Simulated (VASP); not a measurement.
Here is a VASP 6.6.1 calculation.

Contents of INCAR:

```
SYSTEM = MgO
ALGO = Normal ; EDIFF = 1E-6
ENCUT = 520 ; GGA = PS
ISIF = 2 ; ISMEAR = 0
LASPH = .True. ; LCHARG = .False.
LREAL = .False. ; LWAVE = .False.
NBANDS = 36 ; NELM = 80
PREC = Accurate ; SIGMA = 0.05
```

Contents of KPOINTS:

```
k-points
0
Gamma
  9 9 2
  0 0 0
```

The input POSCAR:

```
MgO
1.0
    2.1351500000     -2.1351500000      0.0000000000
    2.1351500000      0.0000000000     -2.1351500000
    9.1179502692      9.1179502692      9.1179502692
Mg O
6 6
Direct
    0.6666666667      0.6666666667      0.0390283258
    0.0000000000      0.0000000000      0.8195948409
    0.3333333333      0.3333333333      0.1951416288
    0.6666666667      0.6666666667      0.5073682348
    0.0000000000      0.0000000000      0.3512549318
    0.3333333333      0.3333333333      0.6634815379
    0.6666666667      0.6666666667      0.2731982803
    0.0000000000      0.0000000000      0.1170849773
    0.3333333333      0.3333333333      0.4293115833
    0.6666666667      0.6666666667      0.7415381894
    1.0000000000      1.0000000000      0.5854248863
    0.3333333333      0.3333333333      0.8976514924
```

Potentials or basis: VASP PAW PBE potentials, release 64 (Mg, O).

Command:

```sh
$ cat potpaw_PBE.64/Mg/POTCAR potpaw_PBE.64/O/POTCAR > POTCAR
$ mpirun -np 1 vasp_std > vasp.out
```

Problem. What does it give for the largest force?

Solution. 2.905 eV/Å.

Problem. What does it give for the band gap on the k mesh?

Solution. Zero (filled and empty bands touch).

Problem. Predict the pressure.

Solution. -8.0 GPa.

Stress tensor (GPa, compression positive):
```
-8.02 -4.82 -4.82
-4.82 -8.02 -4.82
-4.82 -4.82 -8.02
```

Caveat: the cell differs from its parent crystal (the distance across one plane changed); the cell stands under tension; semilocal functionals underestimate gaps, and a narrow one can read as zero; the PAW data sets were made with another functional, which shifts forces and pressure a little.
